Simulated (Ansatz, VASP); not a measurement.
**One calculation of Al, two programs**

Contents of INCAR:

```
PREC = Accurate ; ENCUT = 520
EDIFF = 1E-7 ; ISMEAR = -1
SIGMA = 0.1 ; LREAL = F
LASPH = T ; NELM = 80
ALGO = Normal ; ISIF = 2
LWAVE = F ; LCHARG = F
GGA = PS ; NBANDS = 12
```

File KPOINTS:

```
regular mesh
0
Gamma
  9 9 13
```

File POSCAR:

```
Al
1.0
    4.4926627178      0.0000000000      0.0000000000
   -2.2463313589      3.8907600443      0.0000000000
    0.0000000000      0.0000000000      2.7747648798
Al
3
Direct
    0.0000000000      1.0000000000      0.0000000000
    0.3333333333      0.6666666667      0.5000000000
    0.6666666667      0.3333333333      0.5000000000
```

Input for Ansatz:

```yaml
crystal:
  lattice:
    - [4.4926627178, 0.0, 0.0]
    - [-2.2463313589, 3.8907600443, 0.0]
    - [0.0, 0.0, 2.7747648798]
  atoms:
    - { symbol: Al, position: [0.0, 1.0, 0.0] }
    - { symbol: Al, position: [0.3333333333, 0.6666666667, 0.5] }
    - { symbol: Al, position: [0.6666666667, 0.3333333333, 0.5] }
hamiltonian:
  xc: pbesol
  pseudopotentials:
    kind: paw
    azcp:
      Al: "pseudopotentials/Al.paw.azcp"
basis:
  ecutwfc: 420
  fft_grid_basis: typed
kpoints:
  mp_grid: { grid: [9, 9, 13], shift: [0, 0, 0] }
magnetization:
  spin_polarized: false
scf:
  occupations: { method: fermi_dirac, width: 0.1 }
  lower_state_search: "off"
output:
  stress: true
```

Alike in both runs: task single point; functional PBEsol; k mesh 9 × 9 × 13; occupations fermi-dirac, width 0.1 eV; no spin polarisation.

|  | VASP | Ansatz |
| --- | --- | --- |
| version | VASP 6.6.1 | Ansatz 0.2.0 |
| potentials or method | VASP PAW PBE potentials, release 64 (Al), cutoff 520 eV | plane waves (420 eV) with PAW, scalar-relativistic |
| valence electrons in the cell | 9 | 9 |

VASP gave:

```
pressure (GPa)                                                : 3.2
traceless stress, the component that is largest in VASP (GPa) : -2.17
```

Problem. What did Ansatz give for the same quantities?

Solution. Pressure (GPa): 3.2; traceless stress, the component that is largest in VASP (GPa): -2.16.

VASP's potentials were made for PBE, not for PBEsol, and Ansatz warns of the same on its side.
